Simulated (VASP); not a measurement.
# MoW2 (P6/mmm) in VASP: further runs, part 2 of 2

VASP 6.6.1. The steps go on from the part before.

### 6 Relaxation of cell and atoms, PBE

Contents of INCAR:

```
SYSTEM = MoW2
PREC     = Accurate       ! precision mode
ENCUT    = 600            ! plane-wave cutoff, eV
EDIFF    = 1E-6           ! SCF threshold, eV
ISMEAR   = 0              ! smearing method
SIGMA    = 0.1            ! smearing width, eV
LREAL    = .FALSE.        ! projectors in reciprocal space
LASPH    = .TRUE.         ! aspherical terms in the spheres
NELM     = 80             ! most SCF steps
ALGO     = Fast           ! electronic algorithm
ISIF     = 3              ! what is computed and relaxed
LWAVE    = .FALSE.        ! write WAVECAR
LCHARG   = .FALSE.        ! write CHGCAR
GGA      = PE             ! functional
IBRION   = 2              ! ionic algorithm
NSW      = 90             ! ionic steps
EDIFFG   = -0.04          ! ionic threshold
```

Contents of KPOINTS:

```
regular mesh
0
G
  6 6 6
  0 0 0
```

Contents of POSCAR:

```
MoW2
1.0
    4.6205946987      0.0000000000      0.0000000000
   -2.3102973493      4.0015523896      0.0000000000
    0.0000000000      0.0000000000      2.6844865791
Mo W
1 2
Direct
    0.0000000000      0.0000000000      0.0000000000
    0.3333333333      0.6666666667      0.5000000000
    0.6666666667      0.3333333333      0.5000000000
```

Potentials or basis: VASP PAW PBE potentials, release 64 (Mo_sv, W_sv).

Started as:

```bash
$ cat potpaw_PBE.64/Mo_sv/POTCAR potpaw_PBE.64/W_sv/POTCAR > POTCAR
$ mpirun -np 1 vasp_std > vasp.out
```

OUTCAR:

```text
SYSTEM = MoW2
   PREC = Accurate
   ENCUT = 600
   EDIFF = 1E-6
   ISMEAR = 0
   LREAL = .FALSE.
   LASPH = .TRUE.
   NELM = 80
   ISIF = 3
   GGA = PE
   IBRION = 2
   NSW = 90
   EDIFFG = -0.04

 ion  position               nearest neighbor table
   1  0.000  0.000  0.000-   2 2.99   3 2.99   2 2.99   3 2.99   2 2.99   2 2.99   3 2.99   3 2.99
                             3 2.99   3 2.99   2 2.99   2 2.99
   2  0.333  0.667  0.500-   3 2.67   3 2.67   3 2.67   1 2.99   1 2.99   1 2.99   1 2.99   1 2.99
                             1 2.99
   3  0.667  0.333  0.500-   2 2.67   2 2.67   2 2.67   1 2.99   1 2.99   1 2.99   1 2.99   1 2.99
                             1 2.99

  LATTYP: Found a hexagonal cell.
 ALAT       =     4.6205946987
 C/A-ratio  =     0.5809829154

  Lattice vectors:

 A1 = (   4.6205946987,   0.0000000000,   0.0000000000)
 A2 = (  -2.3102973493,   4.0015523896,   0.0000000000)
 A3 = (   0.0000000000,   0.0000000000,   2.6844865791)

Analysis of symmetry for initial positions (statically):
=====================================================================
 Subroutine PRICEL returns:
 Original cell was already a primitive cell.

 Routine SETGRP: Setting up the symmetry group for a
 hexagonal supercell.

 Subroutine GETGRP returns: Found 24 space group operations
 (whereof 24 operations were pure point group operations)
 out of a pool of 24 trial point group operations.

The static configuration has the point symmetry D_6h.

Analysis of symmetry for dynamics (positions and initial velocities):
=====================================================================
 Subroutine PRICEL returns:
 Original cell was already a primitive cell.

 Routine SETGRP: Setting up the symmetry group for a
 hexagonal supercell.

 Subroutine GETGRP returns: Found 24 space group operations
 (whereof 24 operations were pure point group operations)
 out of a pool of 24 trial point group operations.

The dynamic configuration has the point symmetry D_6h.

 Subroutine INISYM returns: Found 24 space group operations
 (whereof 24 operations are pure point group operations),
 and found     1 'primitive' translations

----------------------------------------------------------------------------------------

                                     Primitive cell

  volume of cell :      49.6350

  direct lattice vectors                    reciprocal lattice vectors
     4.620594699  0.000000000  0.000000000     0.216422358  0.124951507  0.000000000
    -2.310297349  4.001552390  0.000000000     0.000000000  0.249903013  0.000000000
     0.000000000  0.000000000  2.684486579     0.000000000  0.000000000  0.372510709

  length of vectors
     4.620594699  4.620594699  2.684486579     0.249903013  0.249903013  0.372510709

  position of ions in fractional coordinates (direct lattice)
     0.000000000  0.000000000  0.000000000
     0.333333333  0.666666667  0.500000000
     0.666666667  0.333333333  0.500000000

  ion indices of the primitive-cell ions
   primitive index   ion index
                 1           1
[... 27 lines left out ...]
 Found     28 irreducible k-points:

 Following reciprocal coordinates:
            Coordinates               Weight
  0.000000  0.000000  0.000000      1.000000
  0.166667  0.000000  0.000000      6.000000
  0.333333  0.000000  0.000000      6.000000
  0.500000  0.000000  0.000000      3.000000
  0.166667  0.166667  0.000000      6.000000
  0.333333  0.166667  0.000000     12.000000
[... 16 lines left out ...]
  0.166667  0.000000  0.500000      6.000000
  0.333333  0.000000  0.500000      6.000000
 [... further k-points ...]
   k-points           NKPTS =     28   k-points in BZ     NKDIM =     28   number of bands    NBANDS=     25
   number of dos      NEDOS =    301   number of ions     NIONS =      3
   total plane-waves  NPLWV =  38400
   dimension x,y,z NGX =    40 NGY =   40 NGZ =   24
   dimension x,y,z NGXF=    80 NGYF=   80 NGZF=   48
   ions per type =               1   2
   NGX,Y,Z   is equivalent  to a cutoff of  14.39, 14.39, 14.86 a.u.
   NGXF,Y,Z  is equivalent  to a cutoff of  28.78, 28.78, 29.73 a.u.
 SYSTEM =  MoW2
   PREC   = accura    normal or accurate (medium, high low for compatibility)
   ISTART =      0    job   : 0-new  1-cont  2-samecut
   ICHARG =      2    charge: 1-file 2-atom 10-const
   ISPIN  =      1    spin polarized calculation?
   LNONCOLLINEAR =      F non collinear calculations
   LSORBIT =      F    spin-orbit coupling
   LASPH  =      T    aspherical Exc in radial PAW
   ENCUT  =  600.0 eV  44.10 Ry    6.64 a.u.   9.23  9.23  5.36*2*pi/ulx,y,z
   NELM   =     80;   NELMIN=  2; NELMDL= -5     # of ELM steps
   EDIFF  = 0.1E-05   stopping-criterion for ELM
   LREAL  =      F    real-space projection
   EDIFFG = -.4E-01   stopping-criterion for IOM
   NSW    =     90    number of steps for IOM
   IBRION =      2    ionic relax: 0-MD 1-quasi-New 2-CG
   NFREE  =      1    steps in history (QN), initial steepest desc. (CG)
   ISIF   =      3    stress and relaxation
   ISYM   =      2    0-nonsym 1-usesym 2-fastsym
   POTIM  = 0.5000    time-step for ionic-motion
   TEBEG  =    0.0;   TEEND  =   0.0 temperature during run
   PSTRESS=    0.0 pullay stress
   NELECT =      42.0000    total number of electrons
   NUPDOWN=      -1.0000    fix difference up-down
   EMIN   =  10.00;   EMAX   =-10.00  energy-range for DOS
   EFERMI =   0.00;   METHOD = LEGACY
   ISMEAR =     0;   SIGMA  =   0.10  broadening in eV -4-tet -1-fermi 0-gaus
   EFERMI_NEDOS =   21; number of points for ismear=-14 and -15
   IALGO  =     68    algorithm
   IMIX   =      4    mixing-type and parameters
     AMIX     =   0.40;   BMIX     =  1.00
     AMIX_MAG =   1.60;   BMIX_MAG =  1.00
  volume/ion in A,a.u.               =      16.54       111.65
  Fermi-wavevector in a.u.,A,eV,Ry     =   1.548444  2.926134 32.622383  2.397678
  Thomas-Fermi vector in A             =   2.653393
   LORBIT       =      0    0 simple, 1 ext, 2 COOP (PROOUT), +10 PAW based schemes
   GGA     = PE    functional components
   LHFCALC =     F    Hartree Fock is set to
   AEXX    =    0.0000 exact exchange contribution
   IVDW    =     0    specifies the selected vdW correction
   LEPSILON=     F    determine dielectric tensor
   LRPA    =     F    only Hartree local field effects (RPA)
 conjugate gradient relaxation of ions
 non-spin polarized calculation
 RMM-DIIS sequential band-by-band and
 Gauss-broadening in eV      SIGMA  =   0.10
  energy-cutoff  :      600.00
  volume of cell :       49.63
 maximum number of plane-waves:      1685
 NGX is ok and might be reduce to    40
   NGX = 19   NGY = 19   NGZ = 11

--------------------------------------- Ionic step        1  -------------------------------------------

 number of electron      42.0000004 magnetization

 Free energy of the ion-electron system (eV)
  ---------------------------------------------------
  ext. energy  EPLUGINS =         0.00000000
  ---------------------------------------------------
  free energy    TOTEN  =       -35.24099410 eV

  energy without entropy =      -35.21433297  energy(sigma->0) =      -35.22766353

------------------------ aborting loop because EDIFF is reached ----------------------------------------

  FORCE on cell =-STRESS in cart. coord.  units (eV):
  Direction    XX          YY          ZZ          XY          YZ          ZX
  --------------------------------------------------------------------------------------
  -------------------------------------------------------------------------------------
  Total        1.3955058      1.3955058     -4.5352788      0.0000000     -0.0000000     -0.0000000
  in kB       45.0458303     45.0458303   -146.3952400      0.0000000     -0.0000000     -0.0000000
  external PRESSURE =     -18.7678598 kB  Pullay stress =       0.0000000 kB
[... 172 lines left out ...]
--------------------------------------- Ionic step        6  -------------------------------------------

 number of electron      42.0000001 magnetization

 Free energy of the ion-electron system (eV)
  ---------------------------------------------------
  ext. energy  EPLUGINS =         0.00000000
  ---------------------------------------------------
  free energy    TOTEN  =       -35.36281193 eV

  energy without entropy =      -35.33943347  energy(sigma->0) =      -35.35112270

 E-fermi :  10.9954     XC(G=0): -13.2831

 val. band max:       10.9756126141   @ k =   0.1667   0.0000   0.1667
 cond. band min:      10.9954997654   @ k =   0.1667   0.0000   0.5000
 fundamental gap:      0.0198871514
 Fermi energy:        10.9953886100

 k-point     1 :       0.0000    0.0000    0.0000
  band No.  band energies     occupation
      1     -62.8821      2.00000
      2     -62.7823      2.00000
      3     -50.0834      2.00000
      4     -27.3981      2.00000
      5     -27.3981      2.00000
      6     -26.7797      2.00000
[... 661 lines left out ...]
     24      13.5417      0.00000
     25      13.8366      0.00000

 [... further k-points ...]
[... 5 lines left out ...]
  --------------------------------------------------------------------------------------
  -------------------------------------------------------------------------------------
  Total       -0.0307238     -0.0307238      0.0567587     -0.0000000      0.0000000      0.0000000
  in kB       -0.9954975     -0.9954975      1.8390698     -0.0000000      0.0000000      0.0000000
  external PRESSURE =      -0.0506417 kB  Pullay stress =       0.0000000 kB
[... 18 lines left out ...]
  FREE ENERGIE OF THE ION-ELECTRON SYSTEM (eV)
  ---------------------------------------------------
  free  energy   TOTEN  =       -35.3628119255 eV

  energy  without entropy=      -35.3394334712  energy(sigma->0) =      -35.35112270

 reached required accuracy - stopping structural energy minimisation
```

It took 88 s on 1 thread of Intel Xeon 6975P-C (Granite Rapids), shared host; peak memory 0.22 GiB.

What came out:

```yaml
Free_energy: -35.3628 eV
Relaxed_volume: 16.48 Å³/atom
Relaxed_cell: a = 4.704 Å, b = 4.704 Å, c = 2.581 Å, α = 90.00°, β = 90.00°, γ = 120.00°
Space_group_after_relaxing_to_0.1_Å: P6/mmm (No. 191)
Energy_gained_by_relaxing: 40.6 meV/atom
Ionic_steps: 6
Pressure_after_relaxing: 0.0 GPa
Band_gap_on_the_k_mesh: zero (bands 21 and 22 overlap by 0.93 eV)
```

Step by step:
| step | energy change (eV) | largest force (eV/Å) | pressure (GPa) | volume (Å³) |
| --- | --- | --- | --- | --- |
| 1 | 0.0000 | 0.0000 | -1.88 | 49.63 |
| 2 | 0.0003 | 0.0000 | 9.62 | 48.10 |
| 3 | -0.1151 | 0.0000 | 3.12 | 48.86 |
| 4 | -0.1151 | 0.0000 | 3.23 | 48.84 |
| 5 | -0.0887 | 0.0000 | -6.41 | 50.82 |
| 6 | -0.1218 | 0.0000 | -0.01 | 49.45 |

Final structure:
```
Mo W
1.0
     4.70381    0.00000    0.00000
    -2.35191    4.07362    0.00000
     0.00000    0.00000    2.58056
Mo W
1 2
Direct
  0.00000 0.00000 0.00000
  0.33333 0.66667 0.50000
  0.66667 0.33333 0.50000
```

Caveat: the k points lie up to 0.41 Å⁻¹ apart in the final cell, too coarse for converged energies and pressures of a metal; spin-orbit coupling is left out, which moves the levels of the heavy elements.

### 7 Single point, PBE

This run uses another cell than the first one, of 16.46 Å³/atom.

Contents of INCAR:

```
SYSTEM = MoW2
  PREC = Accurate
  ENCUT = 520
  EDIFF = 1E-7
  ISMEAR = 0
  SIGMA = 0.1
  LREAL = .False.
  LASPH = .True.
  NELM = 80
  ALGO = Fast
  ISIF = 2
  LWAVE = .False.
  LCHARG = .False.
  GGA = PE
  NBANDS = 28
```

Contents of KPOINTS:

```
regular mesh
0
Gamma
  12 12 16
  0 0 0
```

Contents of POSCAR:

```
MoW2
1.0
    4.6857562521      0.0000000000      0.0000000000
   -2.3428781261      4.0579839503      0.0000000000
    0.0000000000      0.0000000000      2.5968838644
Mo W
1 2
Direct
    0.0000000000      0.0000000000      0.0000000000
    0.3333333333      0.6666666667      0.5000000000
    0.6666666667      0.3333333333      0.5000000000
```

Started as:

```bash
$ cat potpaw_PBE.64/Mo_sv/POTCAR potpaw_PBE.64/W_sv/POTCAR > POTCAR
$ mpirun -np 1 vasp_std > vasp.out
```

It took 85 s on 1 thread of Intel Xeon 6975P-C (Granite Rapids), shared host; peak memory 0.32 GiB.

It converged, with:

```
Free energy            : -35.2838 eV
Pressure               : 0.6 GPa
Band gap on the k mesh : zero (bands 21 and 22 overlap by 0.97 eV)
```

Stress tensor (GPa, compression positive):
```
0.43 0.00 0.00
0.00 0.43 0.00
0.00 0.00 0.82
```

Levels at points of the mesh, in eV from the Fermi level:
```tsv
k point	band 19	band 20	band 21	band 22	band 23	band 24
(0.00, 0.00, 0.00)	-2.20	-2.20	-0.33	-0.33	1.73	1.73
(0.50, 0.00, 0.00)	-2.15	-2.08	0.62	0.92	1.92	1.97
(0.00, 0.00, 0.50)	-0.95	-0.95	0.30	0.30	2.49	2.49
(0.50, 0.00, 0.50)	-1.73	-0.37	-0.14	0.52	1.18	2.68
```

Caveat: spin-orbit coupling is left out, which moves the levels of the heavy elements.

### 8 The runs side by side

```tsv
task	cell	k mesh	cutoff (eV)	gap on the mesh (eV)	pressure (GPa)	relaxed volume (Å³/atom)
single point	a = 4.621, b = 4.621, c = 2.684 Å, angles 90.0, 90.0, 120.0°, 3 atoms	6 × 6 × 4	520	none	0.5	-
single point	a = 3.606, b = 3.606, c = 3.893 Å, angles 90.0, 90.0, 120.0°, 3 atoms	6 × 6 × 6	520	none	111.3	-
single point	a = 4.701, b = 4.701, c = 2.578 Å, angles 90.0, 90.0, 120.0°, 3 atoms	6 × 6 × 6	520	none	0.6	-
relaxation of cell and atoms	relaxed from a = 3.606, b = 3.606, c = 3.893 Å, angles 90.0, 90.0, 120.0°, 3 atoms	6 × 6 × 4	600	none	0.1	16.56
relaxation of cell and atoms	relaxed from a = 4.621, b = 4.621, c = 2.684 Å, angles 90.0, 90.0, 120.0°, 3 atoms	6 × 6 × 6	600	none	0.0	16.48
single point	a = 4.686, b = 4.686, c = 2.597 Å, angles 90.0, 90.0, 120.0°, 3 atoms	12 × 12 × 16	520	none	0.6	-
```

Alike in all rows: level PBE; potentials or basis VASP PAW PBE potentials, release 64 (Mo_sv, W_sv); no spin polarisation; smearing gaussian 0.1 eV.

Caveats: some runs use coarse meshes; spin-orbit coupling is left out, which moves the levels of the heavy elements; atoms lie so close that the PAW spheres overlap strongly, which falsifies energies and pressures (at least some runs); the cell stands under pressure (at least some runs); a cell axis changed by over 15 % at a fixed basis, so the end point is rough (at least some runs).

Absolute energies hang on the potentials; compare differences alone.
